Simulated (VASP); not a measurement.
## BeAs2C: single point with LDA

Crystal: BeAs2C.

```
Be As C
1.0
     3.42471    0.00000    0.00000
     0.00000    3.42471    0.00000
     0.00000    0.00000    4.89686
Be As C
1 2 1
Direct
  0.00000 0.00000 0.00000
  0.00000 0.50000 0.26057
  0.50000 0.00000 0.73943
  0.50000 0.50000 0.50000
```

| Property | Result |
| --- | --- |
| Program | VASP 6.6.1 |
| Task | single point |
| Functional | LDA |
| Potentials or basis | VASP PAW LDA potentials, release 64 (Be, As, C) |
| Cutoff | 520 eV |
| k mesh | 6 × 6 × 4 |
| Occupations | fermi-dirac, width 0.02 eV |
| Spin | no spin polarisation |
| Dipole correction | no |
| Further INCAR settings | ALGO = Normal; EDIFF = 1e-06; NBANDS = 16 |

```
Pressure               : -3.6 GPa
Largest force          : 0.004 eV/Å
Band gap on the k mesh : zero (bands 8 and 9 overlap by 0.62 eV)
```

Forces in eV/Å, atoms in the order of the input:
```
Be   0.000  0.000  0.000
As   0.000  0.000  0.004
As   0.000  0.000 -0.004
C    0.000  0.000  0.000
```

Levels at points of the mesh, in eV from the Fermi level:
| k point | band 6 | band 7 | band 8 | band 9 | band 10 | band 11 |
| --- | --- | --- | --- | --- | --- | --- |
| (0.00, 0.00, 0.00) | -0.95 | -0.68 | 0.23 | 0.23 | 0.99 | 2.96 |
| (0.50, 0.00, 0.00) | -4.62 | -3.83 | -0.56 | 1.02 | 3.92 | 4.48 |
| (0.50, 0.50, 0.00) | -4.25 | -4.25 | -2.84 | -0.03 | 1.26 | 1.26 |
| (0.00, 0.00, 0.50) | -3.59 | -1.29 | -1.29 | 0.24 | 0.66 | 4.35 |
| (0.50, 0.00, 0.50) | -2.67 | -1.67 | -0.43 | -0.38 | 3.63 | 3.89 |
| (0.50, 0.50, 0.50) | -5.17 | -4.76 | -4.62 | 3.32 | 4.37 | 4.62 |

Wall time 9.6 s on 1 thread of Intel(R) Xeon(R) Platinum 8481C CPU @ 2.70GHz (Sapphire Rapids), with other jobs on the host, peak memory 0.17 GiB.

Caveat: the cell stands under tension.
